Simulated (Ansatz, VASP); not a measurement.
## CrO2 in VASP and in Ansatz

```
Cr O
1.0
     3.46443    0.00000    0.00000
    -1.73222    3.00029    0.00000
     0.00000    0.00000    2.56764
Cr O
1 2
Direct
  0.00000 0.00000 0.00000
  0.33333 0.66667 0.50000
  0.66667 0.33333 0.50000
```

Change from the starting cell: species swapped into the YHg2 type (P6/mmm, No. 191).

Alike in both runs: task single point; functional PBE; k mesh 6 × 6 × 6; occupations gaussian, width 0.1 eV; collinear spin.

|  | VASP | Ansatz |
| --- | --- | --- |
| version | VASP 6.6.1 | Ansatz 0.2.0 |
| potentials or method | VASP PAW PBE potentials, release 64 (Cr_pv, O), cutoff 520 eV | scalar-relativistic, plane waves, PAW |
| valence electrons in the cell | 24 | 26 |

```tsv
	VASP	Ansatz	Ansatz less VASP
gap on the k mesh at the Fermi level (eV)	none	none	-
pressure (GPa)	3.2	3.1	-0.15
traceless stress, the component that is largest in VASP (GPa)	0.29	-0.10	-0.392
net moment per atom (μB)	0.77	0.76	-0.008
size of the moment on the site where the two differ most (μB)	2.85	2.65	-0.203
```

Site moments also hang on the region over which each program counts them. A gap of «none» marks a metal or a gap that the smearing closes. With one functional, cell and mesh, what is left measures potentials, basis and numerics. VASP's potentials hold 24 valence electrons a cell and Ansatz's 26, so a difference there can come from the potentials and not from the codes.

The k mesh is coarse, so the values compare programs but aren't converged.
